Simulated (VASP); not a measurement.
Write the native input for VASP 6.6.1 that does the following.

```yaml
Task: single point
Functional: r2SCAN
Potentials_or_basis: VASP PAW PBE potentials, release 64 (Si, W_sv)
Cutoff: 520 eV
k_mesh: 13 × 13 × 13
Occupations: fermi-dirac, width 0.1 eV
Spin: no spin polarisation
Dipole_correction: no
Further_INCAR_settings: ALGO = Normal; EDIFF = 1e-07; NBANDS = 18
```

Crystal: Si2W.

```
CELL_PARAMETERS angstrom
-1.59550 1.59550 3.87659
1.59550 -1.59550 3.87659
1.59550 1.59550 -3.87659
ATOMIC_POSITIONS crystal
Si 0.33446 0.33446 0.00000
Si 0.66554 0.66554 0.00000
W 0.00000 0.00000 0.00000
```

The input as run:

POSCAR

```
Si2W
1.0
   -1.5955010700      1.5955010700      3.8765920100
    1.5955010700     -1.5955010700      3.8765920100
    1.5955010700      1.5955010700     -3.8765920100
Si W
2 1
Direct
    0.3344592227      0.3344592227      0.0000000000
    0.6655407773      0.6655407773      0.0000000000
    0.0000000000      0.0000000000      0.0000000000
```

INCAR.step1

```
SYSTEM = Si2W
  PREC = Accurate
  ENCUT = 520
  ISMEAR = -1
  SIGMA = 0.1
  LREAL = .False.
  LASPH = .True.
  NELM = 100
  NBANDS = 18
  GGA = PE
  ALGO = Normal
  EDIFF = 1E-4
  LWAVE = .True.
  LCHARG = .False.
```

INCAR.step2

```
SYSTEM = Si2W
  PREC = Accurate
  ENCUT = 520
  EDIFF = 1E-7
  ISMEAR = -1
  SIGMA = 0.1
  LREAL = .False.
  LASPH = .True.
  NELM = 100
  ALGO = Normal
  ISIF = 2
  LWAVE = .False.
  LCHARG = .False.
  METAGGA = R2SCAN
  LMIXTAU = .True.
  NBANDS = 18
  ISTART = 1
```

KPOINTS

```
regular mesh
0
Gamma
  13 13 13
  0 0 0
```

Potentials or basis: VASP PAW PBE potentials, release 64 (Si, W_sv).

Command:

```console
$ cat potpaw_PBE.64/Si/POTCAR potpaw_PBE.64/W_sv/POTCAR > POTCAR
$ cp INCAR.step1 INCAR
$ mpirun -np 1 vasp_std > vasp.out
$ cp INCAR.step2 INCAR
$ mpirun -np 1 vasp_std > vasp.out
```

It gave:

```
Pressure               : 5.0 GPa
Largest force          : 0.007 eV/Å
Band gap on the k mesh : zero (band 11 reaches 13.02 eV, above the bottom of band 12 at 11.76 eV)
```

Caveat: the PAW data sets were made with another functional, which shifts forces and pressure a little; spin-orbit coupling is left out, which moves the levels of the heavy elements.

Run time: 12 min on 1 thread of Intel Xeon 6975P-C, on a shared host, peak memory 0.31 GiB.
